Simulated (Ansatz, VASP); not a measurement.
# InSe in VASP and in Ansatz

File INCAR:

```
SYSTEM = InSe
ALGO     = Normal         ! electronic algorithm
EDIFF    = 1E-6           ! SCF threshold, eV
ENCUT    = 520            ! plane-wave cutoff, eV
GGA      = PS             ! functional
ISIF     = 2              ! what is computed and relaxed
ISMEAR   = 0              ! smearing method
KPAR     = 4            
LASPH    = .TRUE.         ! aspherical terms in the spheres
LCHARG   = .TRUE.         ! write CHGCAR
LREAL    = .FALSE.        ! projectors in reciprocal space
LVHAR    = .TRUE.       
LWAVE    = .FALSE.        ! write WAVECAR
NBANDS   = 27             ! bands
NELM     = 80             ! most SCF steps
PREC     = Accurate       ! precision mode
SIGMA    = 0.03           ! smearing width, eV
```

Contents of KPOINTS:

```
k-points
0
G
  12 12 12
  0 0 0
```

File POSCAR:

```
InSe
1.0
    1.9999996503      1.1547003365      8.3166700000
   -1.9999996503      1.1547003365      8.3166700000
    0.0000000000     -2.3094006730      8.3166700000
In Se
2 2
Direct
    0.0000000000      0.0000000000      0.0000000000
    0.1122000000      0.1122000000      0.1122000000
    0.6155000000      0.6155000000      0.6155000000
    0.8027936962      0.8406960420      0.8406960420
```

Input for Ansatz:

```yaml
crystal:
  lattice:
    - [1.9999996503, 1.1547003365, 8.31667]
    - [-1.9999996503, 1.1547003365, 8.31667]
    - [0.0, -2.309400673, 8.31667]
  atoms:
    - { symbol: In, position: [0.0, 0.0, 0.0] }
    - { symbol: In, position: [0.1122, 0.1122, 0.1122] }
    - { symbol: Se, position: [0.6155, 0.6155, 0.6155] }
    - { symbol: Se, position: [0.8027936962, 0.840696042, 0.840696042] }
basis:
  ecutwfc: 420
kpoints:
  mp_grid: { grid: [12, 12, 12] }
hamiltonian:
  xc: pbesol
scf:
  occupations: { method: gaussian, width: 0.03 }
output:
  forces: true
  stress: true
  eigenvalues: true
```

Alike in both runs: task single point; functional PBEsol; k mesh 12 × 12 × 12; occupations gaussian, width 0.03 eV; no spin polarisation.

```csv
,VASP,Ansatz
version,VASP 6.6.1,Ansatz 0.2.0
potentials or method,"VASP PAW PBE potentials, release 64 (In_d, Se), cutoff 520 eV","scalar-relativistic, plane waves, PAW"
valence electrons in the cell,38,58
```

Ansatz gave:

```
gap on the k mesh at the Fermi level (eV)                     : 0.26
least direct gap on the mesh (eV)                             : 0.26
pressure (GPa)                                                : 0.8
traceless stress, the component that is largest in VASP (GPa) : 0.92
rms of the force components (eV/Å)                            : 0.302
```

What did VASP give for the same quantities?

gap on the k mesh at the Fermi level (eV): 0.25; least direct gap on the mesh (eV): 0.25; pressure (GPa): 0.9; traceless stress, the component that is largest in VASP (GPa): 0.93; rms of the force components (eV/Å): 0.309.

VASP's potentials were made for PBE, not for PBEsol. Atom by atom the forces differ by 0.012 eV/Å (rms over components). VASP's potentials hold 38 valence electrons a cell and Ansatz's 58, so a difference there can come from the potentials and not from the codes.
